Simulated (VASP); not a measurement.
**Pb: single point with PBE**

The system is Pb.

```xyz
1
Lattice="0.0000 2.5198 2.5198 2.5198 0.0000 2.5198 2.5198 2.5198 0.0000" Properties=species:S:1:pos:R:3 pbc="T T T"
Pb    0.0000    0.0000    0.0000
```

- Program: VASP 6.6.1
- Task: single point
- Functional: PBE
- Potentials or basis: VASP PAW PBE potentials, release 64 (Pb_d)
- Cutoff: 520 eV
- k mesh: 4 × 4 × 4
- Occupations: fermi-dirac, width 0.15 eV
- Spin: non-collinear spin, zero start, spin-orbit coupling
- Starting moments: [[0, 0, 0]] μB
- Dipole correction: no
- Further INCAR settings: ALGO = Normal; EDIFF = 1e-06; NBANDS = 25

```
Pressure                                              : 0.5 GPa
Net moment                                            : 0.00 μB per cell
Valence electrons inside the program's atomic spheres : Pb 11.94
```

Moments on the atoms (μB; x, y, z):
```
Pb  0.00 0.00 0.00
```

Wall time 16 s on 1 thread of AMD EPYC 7R43 64-Core Processor (Zen 3), with other jobs on the host, peak memory 0.2 GiB.

Caveat: the k points lie up to 0.54 Å⁻¹ apart.
